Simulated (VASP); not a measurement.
Wanted: the native input for a VASP 6.6.1 run.

* Task: relaxation of cell and atoms
* Functional: PBEsol
* Potentials or basis: VASP PAW PBE potentials, release 64 (Cd)
* Cutoff: 600 eV
* k mesh: 14 × 14 × 14
* Occupations: fermi-dirac, width 0.1 eV
* Spin: no spin polarisation
* Target pressure: 310 GPa
* Dipole correction: no
* Further INCAR settings: ALGO = Normal; EDIFF = 1e-06; IBRION = 2; EDIFFG = -0.005; NSW = 60; ISIF = 3

The structure of Cd lies in POSCAR:

```
Cd
1.0
    0.0000000000      2.2084167952      2.2084167952
    2.2084167952      0.0000000000      2.2084167952
    2.2084167952      2.2084167952      0.0000000000
Cd
2
Direct
   -0.1250000000     -0.1250000000     -0.1250000000
    0.1250000000      0.1250000000      0.1250000000
```

This isn't the form of Cd at room conditions, which is hcp.

One way to write it, as run:

INCAR

```
SYSTEM = Cd
  PREC = Accurate
  ENCUT = 600
  EDIFF = 1E-6
  ISMEAR = -1
  SIGMA = 0.1
  LREAL = .False.
  LASPH = .True.
  NELM = 100
  ALGO = Normal
  ISIF = 3
  LWAVE = .False.
  LCHARG = .False.
  GGA = PS
  IBRION = 2
  NSW = 60
  EDIFFG = -0.005
  PSTRESS = 3100.0
```

KPOINTS

```
Automatic mesh
0
Gamma
  14 14 14
  0 0 0
```

Potentials or basis: VASP PAW PBE potentials, release 64 (Cd).

Run with:

```sh
$ cat potpaw_PBE.64/Cd/POTCAR > POTCAR
$ mpirun -np 1 vasp_std > vasp.out
```

Results of the run:

* Relaxed volume: 12.88 Å³/atom
* Relaxed cell: a = 3.315 Å, b = 3.315 Å, c = 3.315 Å, α = 60.00°, β = 60.00°, γ = 60.00°
* Space group after relaxing (to 0.1 Å): Fd-3m (No. 227)
* Energy change on relaxing (the run minimises the enthalpy): -5624.8 meV/atom
* Ionic steps: 6
* Pressure after relaxing: 310.0 GPa
* Band gap on the k mesh: zero (bands 12 and 13 overlap by 13.47 eV)

Caveat: the cell is relaxed towards a set pressure, so the run minimises the enthalpy, not the energy; the volume moved by over 15 % at a fixed basis, so the end points are rough; the PAW data sets were made with another functional, which shifts forces and pressure a little.

Run time: 5.3 min on 1 thread of AMD EPYC 7R13, with other jobs on the host, peak memory 0.16 GiB.
